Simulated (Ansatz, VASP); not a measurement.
# One calculation of Li2Y2Sn, two programs

```xyz
5
Lattice="3.8841 0.0000 0.0000 -1.9420 3.3637 0.0000 0.0000 0.0000 7.5394" Properties=species:S:1:pos:R:3 pbc="T T T"
Li    0.0000    2.2425    0.0000
Li    1.9420    1.1212    0.0000
Y     0.0000    0.0000    2.4052
Y     0.0000    0.0000    5.1342
Sn    0.0000    0.0000    0.0000
```

Alike in both runs: task relaxation of cell and atoms; functional PBE; k mesh 5 × 5 × 2; occupations gaussian, width 0.2 eV; no spin polarisation.

|  | VASP | Ansatz |
| --- | --- | --- |
| version | VASP 6.6.1 | Ansatz 0.2.0 |
| potentials or method | VASP PAW PBE potentials, release 64 (Li_sv, Y_sv, Sn_d), cutoff 600 eV | scalar-relativistic, plane waves, PAW |
| valence electrons in the cell | 42 | 42 |

```tsv
	VASP	Ansatz	Ansatz less VASP
gap on the k mesh at the Fermi level, each at its own relaxed structure (eV)	none	none	-
relaxed volume (Å³/atom)	31.15	31.24	+0.093
relaxed length of the cell vector where the two differ most in proportion (Å)	9.055	9.087	+0.0323
```

A gap of «none» marks a metal or a gap that the smearing closes.

The k mesh is coarse, so the values compare programs but aren't converged. Noted on VASP's run: the cutoff is under 1.25 times that of the potentials, so the pressure is a little rough; the volume moved by over 15 % at a fixed basis, so the end points are rough.
